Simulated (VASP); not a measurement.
# Si3N2 (R-3c) in VASP: a series of runs, part 2 of 2

VASP 6.6.1. The steps go on from the part before.

### Step 3. Relaxation of cell and atoms, PBE

INCAR

```
SYSTEM = Si3N2
PREC = Accurate ; ENCUT = 600
EDIFF = 1E-6 ; ISMEAR = 0
SIGMA = 0.1 ; LREAL = .FALSE.
LASPH = .TRUE. ; NELM = 80
ALGO = Normal ; ISIF = 3
LWAVE = .FALSE. ; LCHARG = .FALSE.
GGA = PE ; IBRION = 2
NSW = 90 ; EDIFFG = -0.04
```

KPOINTS

```
regular mesh
0
G
  6 6 6
  0 0 0
```

POSCAR

```
Si3N2
1.0
    2.6674574930      1.5400573016      4.8551732109
   -2.6674574930      1.5400573016      4.8551732109
    0.0000000000     -3.0801146033      4.8551732109
Si N
6 4
Direct
    0.0562500000      0.4437500000      0.7500000000
    0.7500000000      0.0562500000      0.4437500000
    0.4437500000      0.7500000000      0.0562500000
    0.9437500000      0.5562500000      0.2500000000
    0.2500000000      0.9437500000      0.5562500000
    0.5562500000      0.2500000000      0.9437500000
    0.8521800000      0.8521800000      0.8521800000
    0.6478200000      0.6478200000      0.6478200000
    0.1478200000      0.1478200000      0.1478200000
    0.3521800000      0.3521800000      0.3521800000
```

Potentials or basis: VASP PAW PBE potentials, release 64 (Si, N).

The run is started by

```
> cat potpaw_PBE.64/Si/POTCAR potpaw_PBE.64/N/POTCAR > POTCAR
> mpirun -np 1 vasp_std > vasp.out
```

OUTCAR:

```text
SYSTEM = Si3N2
   PREC = Accurate
   ENCUT = 600
   EDIFF = 1E-6
   ISMEAR = 0
   LREAL = .FALSE.
   LASPH = .TRUE.
   NELM = 80
   ISIF = 3
   GGA = PE
   IBRION = 2
   NSW = 90
   EDIFFG = -0.04

 ion  position               nearest neighbor table
   1  0.056  0.444  0.750-   9 2.08  10 2.08   7 2.21   8 2.21   2 2.83   3 2.83   4 2.94   4 2.94
                             5 3.06   6 3.06   6 3.06   5 3.06
   2  0.750  0.056  0.444-   9 2.08  10 2.08   8 2.21   7 2.21   3 2.83   1 2.83   5 2.94   5 2.94
                             4 3.06   4 3.06   6 3.06   6 3.06
   3  0.444  0.750  0.056-  10 2.08   9 2.08   7 2.21   8 2.21   2 2.83   1 2.83   6 2.94   6 2.94
                             4 3.06   4 3.06   5 3.06   5 3.06
   4  0.944  0.556  0.250-   7 2.08   8 2.08   9 2.21  10 2.21   6 2.83   5 2.83   1 2.94   1 2.94
                             2 3.06   3 3.06   2 3.06   3 3.06
   5  0.250  0.944  0.556-   7 2.08   8 2.08  10 2.21   9 2.21   6 2.83   4 2.83   2 2.94   2 2.94
                             1 3.06   1 3.06   3 3.06   3 3.06
   6  0.556  0.250  0.944-   8 2.08   7 2.08   9 2.21  10 2.21   5 2.83   4 2.83   3 2.94   3 2.94
                             1 3.06   1 3.06   2 3.06   2 3.06
[... 1182 lines left out ...]
--------------------------------------- Ionic step       24  -------------------------------------------

 number of electron      43.9999998 magnetization

 Free energy of the ion-electron system (eV)
  ---------------------------------------------------
  ext. energy  EPLUGINS =         0.00000000
  ---------------------------------------------------
  free energy    TOTEN  =       -60.80059503 eV

  energy without entropy =      -60.77336041  energy(sigma->0) =      -60.78697772

 E-fermi :   7.2671     XC(G=0): -10.7877

 val. band max:        7.2585644807   @ k =   0.3333   0.1667  -0.0000
 cond. band min:       7.2790352994   @ k =   0.3333   0.3333   0.3333
 fundamental gap:      0.0204708187
 Fermi energy:         7.2671238426

 k-point     1 :       0.0000    0.0000    0.0000
  band No.  band energies     occupation
      1     -10.1067      2.00000
      2      -8.4774      2.00000
      3      -8.4761      2.00000
      4      -7.9277      2.00000
      5      -2.0849      2.00000
      6      -2.0849      2.00000
[... 772 lines left out ...]
  FREE ENERGIE OF THE ION-ELECTRON SYSTEM (eV)
  ---------------------------------------------------
  free  energy   TOTEN  =       -60.8005950308 eV

  energy  without entropy=      -60.7733604062  energy(sigma->0) =      -60.78697772

 reached required accuracy - stopping structural energy minimisation
```

OSZICAR:

```text
N       E                     dE             d eps       ncg     rms          rms(c)
DAV:   1     0.184663841081E+03    0.18466E+03   -0.22219E+04  1792   0.158E+03
DAV:   2    -0.396493438934E+02   -0.22431E+03   -0.21711E+03  2316   0.270E+02
DAV:   3    -0.600181716132E+02   -0.20369E+02   -0.19729E+02  2416   0.803E+01
[... 240 lines left out ...]
DAV:   2    -0.608010642419E+02    0.17264E-02   -0.65953E-03  2236   0.496E-01    0.135E-01
DAV:   3    -0.608006949825E+02    0.36926E-03   -0.55899E-04  1976   0.152E-01    0.632E-02
DAV:   4    -0.608005981054E+02    0.96877E-04   -0.25883E-04  2240   0.885E-02    0.156E-02
DAV:   5    -0.608005955112E+02    0.25942E-05   -0.39069E-05  2064   0.387E-02    0.955E-03
DAV:   6    -0.608005950308E+02    0.48042E-06   -0.32740E-06  1472   0.129E-02
  24 F= -.60800595E+02 E0= -.60786978E+02  d E =-.217226E-02
```

CONTCAR:

```text
Si3N2
   1.00000000000000
     3.0095062990399417    1.7375392718430145    4.0053466600862837
    -3.0095062990399417    1.7375392718430145    4.0053466600862837
     0.0000000000000002   -3.4750785437844396    4.0053466600824654
  Si              N
     6     4
Direct
     0.2533092127899813    0.2466907872100186    0.7500000000000000
     0.7500000000000250    0.2533092127900063    0.2466907872100377
     0.2466907872099939    0.7499999999999750    0.2533092127899624
     0.7466907872100187    0.7533092127899813    0.2500000000000000
     0.2499999999999750    0.7466907872099936    0.7533092127899619
     0.7533092127900064    0.2500000000000249    0.7466907872100381
     0.8706340967847503    0.8706340967847503    0.8706340967847686
     0.6293659032152497    0.6293659032152497    0.6293659032152316
     0.1293659032152495    0.1293659032152495    0.1293659032152314
     0.3706340967847506    0.3706340967847506    0.3706340967847684

  0.00000000E+00  0.00000000E+00  0.00000000E+00
  0.00000000E+00  0.00000000E+00  0.00000000E+00
  0.00000000E+00  0.00000000E+00  0.00000000E+00
  0.00000000E+00  0.00000000E+00  0.00000000E+00
  0.00000000E+00  0.00000000E+00  0.00000000E+00
  0.00000000E+00  0.00000000E+00  0.00000000E+00
  0.00000000E+00  0.00000000E+00  0.00000000E+00
  0.00000000E+00  0.00000000E+00  0.00000000E+00
  0.00000000E+00  0.00000000E+00  0.00000000E+00
  0.00000000E+00  0.00000000E+00  0.00000000E+00
```

It took 23 min on 1 thread of Intel Xeon 6975P-C (Granite Rapids), shared host; peak memory 0.38 GiB.

What came out:

| Item | Value |
| --- | --- |
| Free energy | -60.8006 eV |
| Relaxed volume | 12.57 Å³/atom |
| Relaxed cell | a = 5.303 Å, b = 5.303 Å, c = 5.303 Å, α = 69.16°, β = 69.16°, γ = 69.16° |
| Space group after relaxing (to 0.1 Å) | R-3m (No. 166) |
| Energy gained by relaxing | 444.9 meV/atom |
| Ionic steps | 24 |
| Pressure after relaxing | 0.1 GPa |
| Largest force after relaxing | 0.037 eV/Å |
| Band gap on the k mesh | zero (bands 22 and 23 overlap by 0.86 eV) |

Forces in eV/Å, atoms in the order of the input:
```
Si  -0.037  0.000  0.000
Si   0.018 -0.032  0.000
Si   0.018  0.032  0.000
Si   0.037  0.000  0.000
Si  -0.018  0.032  0.000
Si  -0.018 -0.032  0.000
N    0.000  0.000 -0.009
N    0.000  0.000  0.009
N    0.000  0.000  0.009
N    0.000  0.000 -0.009
```

Stress tensor (GPa, compression positive):
```
 0.16  0.00  0.00
 0.00  0.16  0.00
 0.00  0.00 -0.16
```

Step by step:
| step | energy change (eV) | largest force (eV/Å) | pressure (GPa) | volume (Å³) |
| --- | --- | --- | --- | --- |
| 1 | 0.0000 | 0.8615 | -1.07 | 119.67 |
| 2 | -0.2328 | 0.7916 | -0.74 | 118.30 |
| 3 | -0.7283 | 0.5063 | 1.46 | 114.19 |
| 4 | -0.3885 | 0.3323 | 10.95 | 106.08 |
| 5 | -0.8245 | 0.2645 | 3.83 | 111.48 |
| 6 | -0.9775 | 0.5414 | -2.55 | 116.81 |
| 7 | -0.9779 | 0.5742 | -2.86 | 117.11 |
| 8 | -1.1468 | 0.7449 | -2.90 | 117.47 |
| 9 | -1.7676 | 1.0633 | -2.15 | 118.14 |
| 10 | -3.4765 | 1.2813 | 2.39 | 117.41 |
| 11 | -0.6418 | 1.0275 | 12.25 | 106.53 |
| 12 | -3.5694 | 0.9173 | 5.20 | 115.09 |
| 13 | -3.7412 | 1.2419 | 3.68 | 116.04 |
| 14 | -3.8583 | 1.0566 | 2.30 | 117.64 |
| 15 | -3.8739 | 0.9472 | 1.52 | 118.47 |
| 16 | -4.0363 | 0.8094 | 1.37 | 119.27 |
| 17 | -4.3571 | 0.3010 | 1.56 | 121.62 |
| 18 | -4.2815 | 0.6749 | 4.02 | 126.06 |
| 19 | -4.4301 | 0.1923 | 2.48 | 123.67 |
| 20 | -4.4317 | 0.1459 | 2.39 | 123.45 |
| 21 | -4.4472 | 0.0488 | -0.22 | 125.69 |
| 22 | -4.4472 | 0.0487 | -0.06 | 125.54 |
| 23 | -4.4481 | 0.0457 | -0.02 | 125.57 |
| 24 | -4.4494 | 0.0369 | 0.05 | 125.67 |

Final structure:
```
Si N
1.0
     3.00951    1.73754    4.00535
    -3.00951    1.73754    4.00535
     0.00000   -3.47508    4.00535
Si N
6 4
Direct
  0.25331 0.24669 0.75000
  0.75000 0.25331 0.24669
  0.24669 0.75000 0.25331
  0.74669 0.75331 0.25000
  0.25000 0.74669 0.75331
  0.75331 0.25000 0.74669
  0.87063 0.87063 0.87063
  0.62937 0.62937 0.62937
  0.12937 0.12937 0.12937
  0.37063 0.37063 0.37063
```

Levels at points of the mesh, in eV from the Fermi level:
| k point | band 19 | band 20 | band 21 | band 22 | band 23 | band 24 | band 25 | band 26 |
| --- | --- | --- | --- | --- | --- | --- | --- | --- |
| (0.00, 0.00, 0.00) | -1.43 | 0.17 | 0.17 | 0.45 | 0.45 | 1.63 | 2.26 | 2.69 |
| (0.50, 0.00, 0.00) | -0.80 | -0.80 | -0.77 | -0.77 | -0.42 | -0.42 | 0.21 | 0.21 |
| (0.50, 0.50, 0.00) | -1.66 | -0.92 | -0.72 | -0.59 | 0.86 | 1.57 | 1.91 | 2.03 |
| (0.50, 0.50, 0.50) | -0.55 | -0.55 | -0.55 | -0.55 | 1.09 | 1.09 | 1.09 | 1.09 |
